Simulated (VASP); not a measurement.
# Cs7SrPb8Br24 (a cell with a defect) in VASP: single point with PBEsol

Aim: the single point of Cs7SrPb8Br24 (a cell with a defect) with PBEsol.

Program: VASP 6.6.1. These are calculated values, not measurements. Logs are shortened: lines on timing, memory, paths and dates and some standing lists are left out, and cuts for length are marked.

**1. The cell of the first run**

The cell holds a defect, 40 atoms: a = 11.763 Å, b = 11.763 Å, c = 11.763 Å, α = 90.00°, β = 90.00°, γ = 90.00°.

**2. Single point, PBEsol**

The input, INCAR:

```
PREC = Accurate
ENCUT = 400
EDIFF = 1E-6
ISMEAR = -1
SIGMA = 0.05
LREAL = Auto
LASPH = T
NELM = 120
ALGO = Normal
ISIF = 2
LWAVE = F
LCHARG = F
GGA = PS
NELECT = 352.0
ISYM = -1
NBANDS = 202
GGA_COMPAT = F
```

The input, KPOINTS:

```
explicit points
1
Reciprocal
  0.25000000   0.25000000   0.25000000 1
```

The input, POSCAR:

```
Cs7SrPb8Br24
1.0
   11.7633300000      0.0000000000      0.0000000000
    0.0000000000     11.7633300000      0.0000000000
    0.0000000000      0.0000000000     11.7633300000
Cs Sr Pb Br
7 1 8 24
Direct
    0.9954190000      0.0295710000      0.9979300000
    0.9810810000      0.9724750000      0.4777580000
    0.0043520000      0.5052570000      0.0298920000
    0.9895740000      0.4858590000      0.4886490000
    0.5258120000      0.0166980000      0.0115220000
    0.4964520000      0.0120590000      0.4828790000
    0.5267250000      0.5058980000      0.0337520000
    0.4512700000      0.5029840000      0.6210680000
    0.2590830000      0.2519350000      0.2509170000
    0.2432020000      0.2455270000      0.7530470000
    0.2538350000      0.7485760000      0.2470560000
    0.2389920000      0.7544800000      0.7527720000
    0.7568390000      0.2487760000      0.2491190000
    0.7510670000      0.2509510000      0.7425340000
    0.7512330000      0.7481590000      0.2449490000
    0.7488990000      0.7491410000      0.7404330000
    0.2581560000      0.1988080000      0.0026720000
    0.2792760000      0.3293360000      0.5087030000
    0.2018320000      0.7881470000      0.0039280000
    0.2959860000      0.6819590000      0.5102050000
    0.7501860000      0.2790280000      0.9961340000
    0.7656360000      0.1995870000      0.4979560000
    0.7717840000      0.7083600000      0.9915480000
    0.7195180000      0.7961210000      0.4935790000
    0.0084850000      0.2667940000      0.2489950000
    0.9980210000      0.2862930000      0.7612320000
    0.0031900000      0.7245570000      0.2821560000
    0.9962660000      0.7286750000      0.6965900000
    0.5075550000      0.2241300000      0.2442390000
    0.4967810000      0.2650080000      0.7394120000
    0.5019230000      0.7744850000      0.2063910000
    0.4945840000      0.7216060000      0.7703720000
    0.2392310000      0.9998110000      0.3000560000
    0.2371580000      0.9986700000      0.6900360000
    0.2661250000      0.4996720000      0.1977800000
    0.2700260000      0.4974000000      0.8048650000
    0.7772790000      0.9980200000      0.2114270000
    0.7515720000      0.0000290000      0.7858910000
    0.7430270000      0.4980900000      0.2722710000
    0.7103390000      0.4996290000      0.6700820000
```

Potentials or basis: VASP PAW PBE potentials, release 64 (Cs_sv, Sr_sv, Pb_d, Br).

On the command line:

```sh
$ cat potpaw_PBE.64/Cs_sv/POTCAR potpaw_PBE.64/Sr_sv/POTCAR potpaw_PBE.64/Pb_d/POTCAR potpaw_PBE.64/Br/POTCAR > POTCAR
$ mpirun -np 1 vasp_std > vasp.out
```

OUTCAR:

```text
PREC = Accurate
   ENCUT = 400
   EDIFF = 1E-6
   ISMEAR = -1
   LREAL = Auto
   LASPH = T
   NELM = 120
   ISIF = 2
   GGA = PS
   NELECT = 352.0
   ISYM = -1

 ion  position               nearest neighbor table
   1  0.995  0.030  0.998-
   2  0.981  0.972  0.478-
   3  0.004  0.505  0.030-
   4  0.990  0.486  0.489-
   5  0.526  0.017  0.012-
   6  0.496  0.012  0.483-
   7  0.527  0.506  0.034-
   8  0.451  0.503  0.621-  36 3.04  20 3.08  40 3.10  32 3.16  18 3.16  30 3.17  12 4.17  10 4.19

   9  0.259  0.252  0.251-  29 2.94  25 2.95  35 2.98  17 2.99  33 3.03  18 3.18
  10  0.243  0.246  0.753-  26 2.93  17 2.99  30 3.00  34 3.00  36 3.04  18 3.07   8 4.19
  11  0.254  0.749  0.247-  19 2.96  31 2.97  35 2.99  27 2.99  33 3.03  20 3.23
  12  0.239  0.754  0.753-  28 2.95  34 2.97  19 3.01  32 3.04  20 3.05  36 3.11   8 4.17
  13  0.757  0.249  0.249-  29 2.95  39 2.95  25 2.97  22 2.99  37 2.99  21 3.00
  14  0.751  0.251  0.743-  26 2.94  22 2.94  38 3.00  30 3.00  21 3.00  40 3.08
  15  0.751  0.748  0.245-  39 2.96  37 2.98  31 2.98  24 3.00  27 3.01  23 3.03
  16  0.749  0.749  0.740-  28 2.97  24 2.98  38 3.00  23 3.00  32 3.03  40 3.08
  17  0.258  0.199  0.003-   9 2.99  10 2.99
  18  0.279  0.329  0.509-  10 3.07   8 3.16   9 3.18
  19  0.202  0.788  0.004-  11 2.96  12 3.01
  20  0.296  0.682  0.510-  12 3.05   8 3.08  11 3.23
  21  0.750  0.279  0.996-  13 3.00  14 3.00
  22  0.766  0.200  0.498-  14 2.94  13 2.99
  23  0.772  0.708  0.992-  16 3.00  15 3.03
  24  0.720  0.796  0.494-  16 2.98  15 3.00
  25  0.008  0.267  0.249-   9 2.95  13 2.97
  26  0.998  0.286  0.761-  10 2.93  14 2.94
  27  0.003  0.725  0.282-  11 2.99  15 3.01
  28  0.996  0.729  0.697-  12 2.95  16 2.97
  29  0.508  0.224  0.244-   9 2.94  13 2.95
  30  0.497  0.265  0.739-  10 3.00  14 3.00   8 3.17
  31  0.502  0.774  0.206-  11 2.97  15 2.98
  32  0.495  0.722  0.770-  16 3.03  12 3.04   8 3.16
  33  0.239  1.000  0.300-  11 3.03   9 3.03
  34  0.237  0.999  0.690-  12 2.97  10 3.00
  35  0.266  0.500  0.198-   9 2.98  11 2.99
  36  0.270  0.497  0.805-   8 3.04  10 3.04  12 3.11
  37  0.777  0.998  0.211-  15 2.98  13 2.99
  38  0.752  0.000  0.786-  14 3.00  16 3.00
  39  0.743  0.498  0.272-  13 2.95  15 2.96
  40  0.710  0.500  0.670-  16 3.08  14 3.08   8 3.10

IMPORTANT INFORMATION: All symmetrisations will be switched off!
NOSYMM: (Re-)initialisation of all symmetry stuff for point group C_1.

----------------------------------------------------------------------------------------

                                     Primitive cell

  volume of cell :    1627.7618

  direct lattice vectors                    reciprocal lattice vectors
    11.763330000  0.000000000  0.000000000     0.085009942  0.000000000  0.000000000
     0.000000000 11.763330000  0.000000000     0.000000000  0.085009942  0.000000000
[... 130 lines left out ...]
   NELECT =     352.0000    total number of electrons
   NUPDOWN=      -1.0000    fix difference up-down
   EMIN   =  10.00;   EMAX   =-10.00  energy-range for DOS
   EFERMI =   0.00;   METHOD = LEGACY
   ISMEAR =    -1;   SIGMA  =   0.05  broadening in eV -4-tet -1-fermi 0-gaus
   EFERMI_NEDOS =   21; number of points for ismear=-14 and -15
   IALGO  =     38    algorithm
   IMIX   =      4    mixing-type and parameters
     AMIX     =   0.40;   BMIX     =  1.00
     AMIX_MAG =   1.60;   BMIX_MAG =  1.00
  volume/ion in A,a.u.               =      40.69       274.62
  Fermi-wavevector in a.u.,A,eV,Ry     =   0.982635  1.856910 13.137391  0.965571
  Thomas-Fermi vector in A             =   2.113732
   LORBIT       =      0    0 simple, 1 ext, 2 COOP (PROOUT), +10 PAW based schemes
   GGA     = PS    functional components
   LHFCALC =     F    Hartree Fock is set to
   AEXX    =    0.0000 exact exchange contribution
   IVDW    =     0    specifies the selected vdW correction
   LEPSILON=     F    determine dielectric tensor
   LRPA    =     F    only Hartree local field effects (RPA)
 non-spin polarized calculation
  energy-cutoff  :      400.00
  volume of cell :     1627.76
 maximum number of plane-waves:     29545
 NGX is ok and might be reduce to    80
   NGX = 39   NGY = 39   NGZ = 39

 number of electron     351.9999989 magnetization

 Free energy of the ion-electron system (eV)
  ---------------------------------------------------
  ext. energy  EPLUGINS =         0.00000000
  ---------------------------------------------------
  free energy    TOTEN  =      -138.44146957 eV

  energy without entropy =     -138.44146957  energy(sigma->0) =     -138.44146957

 E-fermi :   1.2893     XC(G=0):  -7.7162

 val. band max:        0.0020797699   @ k =   0.2500   0.2500   0.2500
 cond. band min:       2.9924328431   @ k =   0.2500   0.2500   0.2500
 fundamental gap:      2.9903530732
 Fermi energy:         1.2893189234

 k-point     1 :       0.2500    0.2500    0.2500
  band No.  band energies     occupation
      1     -34.2547      2.00000
      2     -20.0768      2.00000
      3     -20.0632      2.00000
      4     -20.0599      2.00000
      5     -20.0129      2.00000
      6     -19.9962      2.00000
[... 180 lines left out ...]
    187       3.6792      0.00000
    188       3.7437      0.00000
 [bands above 188 left out]

------------------------ aborting loop because EDIFF is reached ----------------------------------------

  FORCE on cell =-STRESS in cart. coord.  units (eV):
  Direction    XX          YY          ZZ          XY          YZ          ZX
  --------------------------------------------------------------------------------------
  -------------------------------------------------------------------------------------
  Total       -9.6760625    -13.8563392    -14.0080386     -0.0355806     -0.1337266     -1.0188107
  in kB       -9.5239785    -13.6385514    -13.7878665     -0.0350213     -0.1316247     -1.0027974
  external PRESSURE =     -12.3167988 kB  Pullay stress =       0.0000000 kB

 VOLUME and BASIS-vectors are now :
 -----------------------------------------------------------------------------
  energy-cutoff  :      400.00
  volume of cell :     1627.76
      direct lattice vectors                 reciprocal lattice vectors
    11.763330000  0.000000000  0.000000000     0.085009942  0.000000000  0.000000000
     0.000000000 11.763330000  0.000000000     0.000000000  0.085009942  0.000000000
     0.000000000  0.000000000 11.763330000     0.000000000  0.000000000  0.085009942

 POSITION                                       TOTAL-FORCE (eV/Angst)
 -----------------------------------------------------------------------------------
     11.70944      0.34785     11.73898        -0.003713     -0.003591     -0.000403
     11.54078     11.43954      5.62003        -0.004403      0.002453      0.006602
      0.05119      5.94350      0.35163         0.000373     -0.005225     -0.007790
     11.64069      5.71532      5.74814        -0.003638     -0.000576      0.000961
      6.18530      0.19642      0.13554         0.001477     -0.001725     -0.006493
      5.83993      0.14185      5.68027         0.001268     -0.004010     -0.001413
[... 32 lines left out ...]
      8.74047      5.85920      3.20281        -0.001684      0.003230      0.003153
      8.35595      5.87730      7.88240         0.018130     -0.000538      0.004168
 -----------------------------------------------------------------------------------
    total drift:                                0.023686      0.015481      0.030171

  FREE ENERGIE OF THE ION-ELECTRON SYSTEM (eV)
  ---------------------------------------------------
  free  energy   TOTEN  =      -138.4414695713 eV

  energy  without entropy=     -138.4414695712  energy(sigma->0) =     -138.44146957
```

OSZICAR:

```text
N       E                     dE             d eps       ncg     rms          rms(c)
DAV:   1     0.306496680935E+04    0.30650E+04   -0.12978E+05   404   0.126E+03
DAV:   2     0.327340237750E+03   -0.27376E+04   -0.26645E+04   486   0.330E+02
DAV:   3    -0.125339966002E+03   -0.45268E+03   -0.45051E+03   560   0.159E+02
DAV:   4    -0.141987318070E+03   -0.16647E+02   -0.16596E+02   472   0.402E+01
DAV:   5    -0.142850134640E+03   -0.86282E+00   -0.86235E+00   584   0.710E+00    0.183E+01
DAV:   6    -0.138717691495E+03    0.41324E+01   -0.76184E+00   616   0.124E+01    0.108E+01
DAV:   7    -0.138427025431E+03    0.29067E+00   -0.60562E+00   568   0.593E+00    0.277E+00
DAV:   8    -0.138425055762E+03    0.19697E-02   -0.11664E+00   528   0.334E+00    0.960E-01
DAV:   9    -0.138432299824E+03   -0.72441E-02   -0.93244E-02   592   0.101E+00    0.353E-01
DAV:  10    -0.138437528411E+03   -0.52286E-02   -0.11296E-02   496   0.300E-01    0.164E-01
DAV:  11    -0.138440909814E+03   -0.33814E-02   -0.58221E-03   520   0.220E-01    0.104E-01
DAV:  12    -0.138441110303E+03   -0.20049E-03   -0.13415E-03   568   0.834E-02    0.687E-02
DAV:  13    -0.138441333062E+03   -0.22276E-03   -0.24096E-04   512   0.356E-02    0.309E-02
DAV:  14    -0.138441440971E+03   -0.10791E-03   -0.18793E-04   448   0.351E-02    0.127E-02
DAV:  15    -0.138441466296E+03   -0.25325E-04   -0.90418E-05   536   0.213E-02    0.123E-02
DAV:  16    -0.138441468709E+03   -0.24135E-05   -0.16562E-05   424   0.980E-03    0.785E-03
DAV:  17    -0.138441469571E+03   -0.86198E-06   -0.15412E-06   272   0.378E-03
   1 F= -.13844147E+03 E0= -.13844147E+03  d E =-.177605E-10
```

stdout:

```text
POSCAR found type information on POSCAR CsSrPbBr
 POSCAR found :  4 types and      40 ions
 scaLAPACK will be used
 -----------------------------------------------------------------------------
|                                                                             |
|                                                                             |
|     You enforced a specific xc type in the INCAR file but a different       |
|     I HOPE YOU KNOW WHAT YOU ARE DOING!                                     |
|                                                                             |
 -----------------------------------------------------------------------------

 LDA part: xc-table for (Slater+PW92), standard interpolation
 POSCAR, INCAR and KPOINTS ok, starting setup
 FFT: planning ... GRIDC
 FFT: planning ... GRID_SOFT
 FFT: planning ... GRID
 WAVECAR not read
 entering main loop
 the old and the new charge density differ
 old charge density:   353.00000 new  352.00000
    0.183E+01
```

Run time: 13 min. Hardware: 1 thread of AMD EPYC 7R43 (Zen 3), shared host; peak memory 0.99 GiB.

Results:

```
Free energy   : -138.4415 eV
Largest force : 0.020 eV/Å
```

Forces on the atoms (eV/Å):
```
Cs  -0.004 -0.004  0.000
Cs  -0.004  0.002  0.007
Cs   0.000 -0.005 -0.008
Cs  -0.004 -0.001  0.001
Cs   0.001 -0.002 -0.006
Cs   0.001 -0.004 -0.001
Cs   0.003 -0.002 -0.005
Sr   0.004 -0.012 -0.015
Pb   0.003 -0.002 -0.006
Pb   0.000 -0.005 -0.001
Pb   0.002  0.001  0.004
Pb  -0.004 -0.003  0.007
Pb   0.001 -0.002  0.003
Pb   0.007 -0.002 -0.002
Pb   0.001 -0.002  0.002
Pb  -0.001  0.003 -0.004
Br  -0.002  0.002 -0.003
Br  -0.005 -0.005  0.003
Br  -0.004 -0.007 -0.001
Br  -0.003  0.010 -0.009
Br   0.004  0.000  0.003
Br   0.003  0.001  0.002
Br   0.001  0.008 -0.002
Br   0.002  0.001 -0.001
Br   0.001  0.003 -0.002
Br  -0.002 -0.002 -0.003
Br  -0.004 -0.002 -0.001
Br   0.010 -0.005  0.001
Br  -0.002  0.003 -0.001
Br   0.002 -0.002  0.010
Br  -0.011  0.001  0.001
Br   0.002  0.012  0.010
Br   0.005  0.002 -0.005
Br   0.003  0.006  0.001
Br  -0.006 -0.001  0.010
Br  -0.011  0.009  0.005
Br  -0.006  0.001  0.002
Br   0.000  0.000 -0.003
Br  -0.002  0.003  0.003
Br   0.018 -0.001  0.004
```

Levels at points of the mesh, in eV from the Fermi level:
| k point | band 174 | band 175 | band 176 | band 177 | band 178 | band 179 |
| --- | --- | --- | --- | --- | --- | --- |
| (0.25, 0.25, 0.25) | -1.64 | -1.56 | -1.29 | 1.70 | 1.76 | 1.90 |

Caveat: the cell carries a net charge on a neutralising background, which shifts energy and pressure; the cell is charged against a uniform background, so pressure and absolute levels hang on convention; the PAW data sets were made with another functional, which shifts forces and pressure a little; spin-orbit coupling is left out, which moves the levels of the heavy elements.
